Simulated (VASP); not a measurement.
# K2Rb3 (Pm-3m) in VASP: a series of runs

The runs below take K2Rb3 through single point, with PBE.

All numbers are computed with VASP 6.6.1; they aren't measurements. Logs are shortened: lines on timing, memory, paths and dates and some standing lists are left out, and cuts for length are marked.

## Step 1: The cell of the first run

Symmetry: Pm-3m, No. 221, cubic system. Conventional cell: a = 6.129 Å, b = 6.129 Å, c = 6.129 Å, α = 90.00°, β = 90.00°, γ = 90.00°. K (site symmetry m-3m) has 12 Rb at 4.33 Å and 8 K at 5.31 Å within 5.7 Å. K (site symmetry m-3m) has 6 Rb at 3.06 Å within 4.0 Å. Rb (site symmetry 4/mmm) has 2 K at 3.06 Å within 4.0 Å.

## Step 2: Single point, PBE

Input file INCAR:

```
SYSTEM = K2Rb3
ALGO = Normal ; EDIFF = 1E-6
ENCUT = 520 ; GGA = PE
ISIF = 2 ; ISMEAR = 0
LASPH = .True. ; LCHARG = .True.
LELF = .True. ; LREAL = .False.
LVHAR = .True. ; LWAVE = .False.
NBANDS = 30 ; NELM = 80
PREC = Accurate ; SIGMA = 0.1
```

Input file KPOINTS:

```
k-points
0
Gamma
  4 4 4
  0 0 0
```

Input file POSCAR:

```
K2Rb3
1.0
    6.1287481600      0.0000000000      0.0000000000
    0.0000000000      6.1287481600      0.0000000000
    0.0000000000      0.0000000000      6.1287481600
K Rb
2 3
Direct
    0.5000000000      0.5000000000      0.5000000000
    0.0000000000      0.0000000000      0.0000000000
    0.5000000000      0.0000000000      0.0000000000
    0.0000000000      0.5000000000      0.0000000000
    0.0000000000      0.0000000000      0.5000000000
```

Potentials or basis: VASP PAW PBE potentials, release 64 (K_sv, Rb_sv).

Command:

```bash
> cat potpaw_PBE.64/K_sv/POTCAR potpaw_PBE.64/Rb_sv/POTCAR > POTCAR
> mpirun -np 1 vasp_std > vasp.out
```

OUTCAR:

```text
SYSTEM = K2Rb3
   EDIFF = 1E-6
   ENCUT = 520
   GGA = PE
   ISIF = 2
   ISMEAR = 0
   LASPH = .True.
   LREAL = .False.
   NELM = 80
   PREC = Accurate

 ion  position               nearest neighbor table
   1  0.500  0.500  0.500-   3 4.33   4 4.33   5 4.33   3 4.33   4 4.33   3 4.33   5 4.33   3 4.33
                             4 4.33   5 4.33   4 4.33   5 4.33
   2  0.000  0.000  0.000-   3 3.06   4 3.06   5 3.06   5 3.06   4 3.06   3 3.06
   3  0.500  0.000  0.000-   2 3.06   2 3.06   4 4.33   5 4.33   1 4.33   5 4.33   1 4.33   4 4.33
                             1 4.33   1 4.33   4 4.33   5 4.33   5 4.33   4 4.33
   4  0.000  0.500  0.000-   2 3.06   2 3.06   3 4.33   5 4.33   1 4.33   5 4.33   1 4.33   3 4.33
                             5 4.33   5 4.33   1 4.33   3 4.33   1 4.33   3 4.33
   5  0.000  0.000  0.500-   2 3.06   2 3.06   3 4.33   4 4.33   1 4.33   3 4.33   4 4.33   1 4.33
                             4 4.33   4 4.33   1 4.33   3 4.33   3 4.33   1 4.33

  LATTYP: Found a simple cubic cell.
 ALAT       =     6.1287481600

  Lattice vectors:

 A1 = (   6.1287481600,   0.0000000000,   0.0000000000)
 A2 = (   0.0000000000,   6.1287481600,   0.0000000000)
 A3 = (   0.0000000000,   0.0000000000,   6.1287481600)

Analysis of symmetry for initial positions (statically):
=====================================================================
 Subroutine PRICEL returns:
 Original cell was already a primitive cell.

 Routine SETGRP: Setting up the symmetry group for a
 simple cubic supercell.

 Subroutine GETGRP returns: Found 48 space group operations
 (whereof 48 operations were pure point group operations)
 out of a pool of 48 trial point group operations.

The static configuration has the point symmetry O_h .

Analysis of symmetry for dynamics (positions and initial velocities):
=====================================================================
 Subroutine PRICEL returns:
 Original cell was already a primitive cell.

 Routine SETGRP: Setting up the symmetry group for a
 simple cubic supercell.

 Subroutine GETGRP returns: Found 48 space group operations
 (whereof 48 operations were pure point group operations)
 out of a pool of 48 trial point group operations.

The dynamic configuration has the point symmetry O_h .

 Subroutine INISYM returns: Found 48 space group operations
 (whereof 48 operations are pure point group operations),
 and found     1 'primitive' translations

----------------------------------------------------------------------------------------

                                     Primitive cell

  volume of cell :     230.2053

  direct lattice vectors                    reciprocal lattice vectors
     6.128748160  0.000000000  0.000000000     0.163165458  0.000000000  0.000000000
     0.000000000  6.128748160  0.000000000     0.000000000  0.163165458  0.000000000
     0.000000000  0.000000000  6.128748160     0.000000000  0.000000000  0.163165458

  length of vectors
     6.128748160  6.128748160  6.128748160     0.163165458  0.163165458  0.163165458

  position of ions in fractional coordinates (direct lattice)
     0.500000000  0.500000000  0.500000000
     0.000000000  0.000000000  0.000000000
     0.500000000  0.000000000  0.000000000
     0.000000000  0.500000000  0.000000000
     0.000000000  0.000000000  0.500000000

  ion indices of the primitive-cell ions
   primitive index   ion index
                 1           1
                 2           2
                 3           3
                 4           4
                 5           5

----------------------------------------------------------------------------------------

 KPOINTS: k-points

Automatic generation of k-mesh.
 Grid dimensions read from file:
 generate k-points for:    4    4    4

 Generating k-lattice:

  Cartesian coordinates                     Fractional coordinates (reciprocal lattice)
     0.040791364  0.000000000  0.000000000     0.250000000  0.000000000  0.000000000
     0.000000000  0.040791364  0.000000000     0.000000000  0.250000000  0.000000000
     0.000000000  0.000000000  0.040791364     0.000000000  0.000000000  0.250000000

  Length of vectors
     0.040791364  0.040791364  0.040791364

  Shift w.r.t. Gamma in fractional coordinates (k-lattice)
     0.000000000  0.000000000  0.000000000

 Subroutine IBZKPT returns following result:
 ===========================================

 Found     10 irreducible k-points:

 Following reciprocal coordinates:
            Coordinates               Weight
  0.000000  0.000000  0.000000      1.000000
  0.250000  0.000000  0.000000      6.000000
  0.500000  0.000000  0.000000      3.000000
  0.250000  0.250000  0.000000     12.000000
  0.500000  0.250000  0.000000     12.000000
  0.500000  0.500000  0.000000      3.000000
  0.250000  0.250000  0.250000      8.000000
  0.500000  0.250000  0.250000     12.000000
  0.500000  0.500000  0.250000      6.000000
  0.500000  0.500000  0.500000      1.000000
   k-points           NKPTS =     10   k-points in BZ     NKDIM =     10   number of bands    NBANDS=     30
   number of dos      NEDOS =    301   number of ions     NIONS =      5
   total plane-waves  NPLWV = 110592
   dimension x,y,z NGX =    48 NGY =   48 NGZ =   48
   dimension x,y,z NGXF=    96 NGYF=   96 NGZF=   96
   ions per type =               2   3
   NGX,Y,Z   is equivalent  to a cutoff of  13.02, 13.02, 13.02 a.u.
   NGXF,Y,Z  is equivalent  to a cutoff of  26.04, 26.04, 26.04 a.u.
 SYSTEM =  K2Rb3
   PREC   = accura    normal or accurate (medium, high low for compatibility)
   ISTART =      0    job   : 0-new  1-cont  2-samecut
   ICHARG =      2    charge: 1-file 2-atom 10-const
   ISPIN  =      1    spin polarized calculation?
   LNONCOLLINEAR =      F non collinear calculations
   LSORBIT =      F    spin-orbit coupling
   LASPH  =      T    aspherical Exc in radial PAW
   ENCUT  =  520.0 eV  38.22 Ry    6.18 a.u.  11.40 11.40 11.40*2*pi/ulx,y,z
   NELM   =     80;   NELMIN=  2; NELMDL= -5     # of ELM steps
   EDIFF  = 0.1E-05   stopping-criterion for ELM
   LREAL  =      F    real-space projection
[... 7 lines left out ...]
   TEBEG  =    0.0;   TEEND  =   0.0 temperature during run
   PSTRESS=    0.0 pullay stress
   NELECT =      45.0000    total number of electrons
   NUPDOWN=      -1.0000    fix difference up-down
   EMIN   =  10.00;   EMAX   =-10.00  energy-range for DOS
   EFERMI =   0.00;   METHOD = LEGACY
   ISMEAR =     0;   SIGMA  =   0.10  broadening in eV -4-tet -1-fermi 0-gaus
   EFERMI_NEDOS =   21; number of points for ismear=-14 and -15
   IALGO  =     38    algorithm
   IMIX   =      4    mixing-type and parameters
     AMIX     =   0.40;   BMIX     =  1.00
     AMIX_MAG =   1.60;   BMIX_MAG =  1.00
  volume/ion in A,a.u.               =      46.04       310.70
  Fermi-wavevector in a.u.,A,eV,Ry     =   0.950110  1.795448 12.282102  0.902709
  Thomas-Fermi vector in A             =   2.078456
   LORBIT       =      0    0 simple, 1 ext, 2 COOP (PROOUT), +10 PAW based schemes
   GGA     = PE    functional components
   LHFCALC =     F    Hartree Fock is set to
   AEXX    =    0.0000 exact exchange contribution
   IVDW    =     0    specifies the selected vdW correction
   LEPSILON=     F    determine dielectric tensor
   LRPA    =     F    only Hartree local field effects (RPA)
 non-spin polarized calculation
 Gauss-broadening in eV      SIGMA  =   0.10
  energy-cutoff  :      520.00
  volume of cell :      230.21
 maximum number of plane-waves:      6217
 NGX is ok and might be reduce to    48
   NGX = 23   NGY = 23   NGZ = 23

 number of electron      45.0000003 magnetization

 Free energy of the ion-electron system (eV)
  ---------------------------------------------------
  ext. energy  EPLUGINS =         0.00000000
  ---------------------------------------------------
  free energy    TOTEN  =        -0.61175704 eV

  energy without entropy =       -0.58322110  energy(sigma->0) =       -0.59748907

 E-fermi :   1.8962     XC(G=0):  -7.2047

 val. band max:        1.8911016009   @ k =   0.2500   0.2500   0.2500
 cond. band min:       1.9185672682   @ k =   0.0000   0.0000   0.0000
 fundamental gap:      0.0274656672
 Fermi energy:         1.8962203843

 k-point     1 :       0.0000    0.0000    0.0000
  band No.  band energies     occupation
      1     -32.0833      2.00000
      2     -29.8074      2.00000
      3     -27.3574      2.00000
      4     -27.3408      2.00000
      5     -27.3408      2.00000
      6     -15.8152      2.00000
[... 22 lines left out ...]
     29       3.7347      0.00000
     30       3.7347      0.00000

 k-point     2 :       0.2500    0.0000    0.0000
  band No.  band energies     occupation
      1     -32.0824      2.00000
      2     -29.8074      2.00000
      3     -27.3570      2.00000
      4     -27.3460      2.00000
      5     -27.3408      2.00000
      6     -15.8137      2.00000
[... 22 lines left out ...]
     29       3.6338      0.00000
     30       3.8441      0.00000

 k-point     3 :       0.5000    0.0000    0.0000
  band No.  band energies     occupation
      1     -32.0814      2.00000
      2     -29.8074      2.00000
      3     -27.3559      2.00000
      4     -27.3519      2.00000
      5     -27.3408      2.00000
      6     -15.8123      2.00000
[... 22 lines left out ...]
     29       3.4938      0.00000
     30       3.5912      0.00000

 k-point     4 :       0.2500    0.2500    0.0000
  band No.  band energies     occupation
      1     -32.0814      2.00000
      2     -29.8074      2.00000
      3     -27.3568      2.00000
      4     -27.3484      2.00000
      5     -27.3434      2.00000
      6     -15.8123      2.00000
[... 22 lines left out ...]
     29       3.9305      0.00000
     30       4.0484      0.00000

 k-point     5 :       0.5000    0.2500    0.0000
  band No.  band energies     occupation
      1     -32.0804      2.00000
      2     -29.8074      2.00000
      3     -27.3559      2.00000
      4     -27.3533      2.00000
      5     -27.3441      2.00000
      6     -15.8109      2.00000
[... 22 lines left out ...]
     29       3.4962      0.00000
     30       3.8736      0.00000

 k-point     6 :       0.5000    0.5000    0.0000
  band No.  band energies     occupation
      1     -32.0794      2.00000
      2     -29.8074      2.00000
      3     -27.3558      2.00000
      4     -27.3558      2.00000
      5     -27.3463      2.00000
      6     -15.8095      2.00000
[... 22 lines left out ...]
     29       3.9297      0.00000
     30       3.9298      0.00000

 k-point     7 :       0.2500    0.2500    0.2500
  band No.  band energies     occupation
      1     -32.0804      2.00000
      2     -29.8074      2.00000
      3     -27.3566      2.00000
      4     -27.3483      2.00000
      5     -27.3483      2.00000
      6     -15.7330      2.00000
[... 22 lines left out ...]
     29       3.8460      0.00000
     30       3.8460      0.00000

 k-point     8 :       0.5000    0.2500    0.2500
  band No.  band energies     occupation
      1     -32.0794      2.00000
      2     -29.8074      2.00000
      3     -27.3558      2.00000
      4     -27.3538      2.00000
      5     -27.3483      2.00000
      6     -15.7310      2.00000
[... 22 lines left out ...]
     29       3.7138      0.00000
     30       4.0786      0.00000

 k-point     9 :       0.5000    0.5000    0.2500
  band No.  band energies     occupation
      1     -32.0785      2.00000
      2     -29.8074      2.00000
      3     -27.3558      2.00000
      4     -27.3558      2.00000
      5     -27.3510      2.00000
      6     -15.7290      2.00000
[... 22 lines left out ...]
     29       4.2532      0.00000
     30       4.2532      0.00000

 k-point    10 :       0.5000    0.5000    0.5000
  band No.  band energies     occupation
      1     -32.0775      2.00000
      2     -29.8073      2.00000
      3     -27.3558      2.00000
      4     -27.3558      2.00000
      5     -27.3558      2.00000
      6     -15.6435      2.00000
[... 22 lines left out ...]
     29       4.9931      0.00000
     30       4.9931      0.00000

------------------------ aborting loop because EDIFF is reached ----------------------------------------

  FORCE on cell =-STRESS in cart. coord.  units (eV):
  Direction    XX          YY          ZZ          XY          YZ          ZX
  --------------------------------------------------------------------------------------
  -------------------------------------------------------------------------------------
  Total       10.2189562     10.2189562     10.2189562      0.0000000      0.0000000     -0.0000000
  in kB       71.1216451     71.1216451     71.1216451      0.0000000      0.0000000     -0.0000000
  external PRESSURE =      71.1216451 kB  Pullay stress =       0.0000000 kB

 VOLUME and BASIS-vectors are now :
 -----------------------------------------------------------------------------
  energy-cutoff  :      520.00
  volume of cell :      230.21
      direct lattice vectors                 reciprocal lattice vectors
     6.128748160  0.000000000  0.000000000     0.163165458  0.000000000  0.000000000
     0.000000000  6.128748160  0.000000000     0.000000000  0.163165458  0.000000000
     0.000000000  0.000000000  6.128748160     0.000000000  0.000000000  0.163165458

 POSITION                                       TOTAL-FORCE (eV/Angst)
 -----------------------------------------------------------------------------------
      3.06437      3.06437      3.06437         0.000000      0.000000      0.000000
      0.00000      0.00000      0.00000         0.000000      0.000000      0.000000
      3.06437      0.00000      0.00000         0.000000      0.000000      0.000000
      0.00000      3.06437      0.00000         0.000000      0.000000      0.000000
      0.00000      0.00000      3.06437         0.000000      0.000000      0.000000
 -----------------------------------------------------------------------------------
    total drift:                                0.000000     -0.000000      0.000000

  FREE ENERGIE OF THE ION-ELECTRON SYSTEM (eV)
  ---------------------------------------------------
  free  energy   TOTEN  =        -0.6117570439 eV

  energy  without entropy=       -0.5832211027  energy(sigma->0) =       -0.59748907
```

Run time: 44 s. Hardware: 1 thread of AMD EPYC 9R45 (Zen 5), shared host; peak memory 0.3 GiB.

What came out:

```yaml
Free_energy: -0.6118 eV
Pressure: 7.1 GPa
```

## Step 3: Single point, PBE

This run uses another cell than the first one, of 102.85 Å³/atom, 2.234 times its volume.

Input file INCAR:

```
SYSTEM = K2Rb3
ALGO     = Fast           ! electronic algorithm
EDIFF    = 1E-6           ! SCF threshold, eV
ENCUT    = 520            ! plane-wave cutoff, eV
GGA      = PE             ! functional
ISIF     = 2              ! what is computed and relaxed
ISMEAR   = 0              ! smearing method
LASPH    = .TRUE.         ! aspherical terms in the spheres
LCHARG   = .FALSE.        ! write CHGCAR
LREAL    = .FALSE.        ! projectors in reciprocal space
LWAVE    = .FALSE.        ! write WAVECAR
NBANDS   = 30             ! bands
NELM     = 100            ! most SCF steps
PREC     = Accurate       ! precision mode
SIGMA    = 0.1            ! smearing width, eV
```

Input file KPOINTS:

```
k-points
0
G
  4 4 4
  0 0 0
```

Edit POSCAR of step 2 so:

```diff
@@ -2,5 +2,5 @@
 1.0
-    6.1287481600      0.0000000000      0.0000000000
-    0.0000000000      6.1287481600      0.0000000000
-    0.0000000000      0.0000000000      6.1287481600
+    8.0117907736      0.0000000000      0.0000000000
+    0.0000000000      8.0117907736      0.0000000000
+    0.0000000000      0.0000000000      8.0117907736
 K Rb
```

Potentials or basis: VASP PAW PBE potentials, release 64 (K_sv, Rb_sv).

Command:

```bash
> cat potpaw_PBE.64/K_sv/POTCAR potpaw_PBE.64/Rb_sv/POTCAR > POTCAR
> mpirun -np 1 vasp_std > vasp.out
```

Run time: 3.8 min. Hardware: 1 thread of AMD EPYC 9R45 (Zen 5), shared host; peak memory 0.51 GiB.

Results (log left out):

```yaml
Free_energy: -4.0612 eV
Pressure: 0.0 GPa
```

Levels at points of the mesh, in eV from the Fermi level:
| k point | band 20 | band 21 | band 22 | band 23 | band 24 | band 25 |
| --- | --- | --- | --- | --- | --- | --- |
| (0.00, 0.00, 0.00) | -13.10 | -1.80 | 0.29 | 0.71 | 0.71 | 0.84 |
| (0.50, 0.00, 0.00) | -13.10 | -1.30 | -0.90 | 0.97 | 1.07 | 1.07 |
| (0.50, 0.50, 0.00) | -13.09 | -0.79 | -0.39 | -0.39 | -0.24 | 1.24 |
| (0.50, 0.50, 0.50) | -13.09 | -0.17 | -0.07 | -0.07 | -0.07 | 0.16 |
